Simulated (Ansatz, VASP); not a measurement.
Two plane-wave programs on PbF2

```
CELL_PARAMETERS angstrom
0.00000 3.00266 3.00266
3.00266 0.00000 3.00266
3.00266 3.00266 0.00000
ATOMIC_POSITIONS crystal
Pb 0.00000 0.00000 0.00000
F 0.75000 0.75000 0.75000
F 0.25000 0.25000 0.25000
```

Alike in both runs: task single point; functional LDA; k mesh 8 × 8 × 8; occupations fermi-dirac, width 0.05 eV; no spin polarisation.

```csv
,VASP,Ansatz
version,VASP 6.6.1,Ansatz 0.2.0
potentials or method,"VASP PAW LDA potentials, release 64 (Pb_d, F)",Ansatz PAW
plane-wave cutoff (eV),600,420
valence electrons in the cell,28,28
```

|  | VASP | Ansatz | Ansatz less VASP |
| --- | --- | --- | --- |
| gap on the k mesh at the Fermi level (eV) | 4.22 | 4.26 | +0.033 |
| least direct gap on the mesh (eV) | 4.38 | 4.41 | +0.037 |
| pressure (GPa) | -6.9 | -6.8 | +0.08 |

LDA's correlation is that of Perdew and Zunger in VASP and of Perdew and Wang (1992) in Ansatz.

Neither program's run includes spin-orbit coupling.
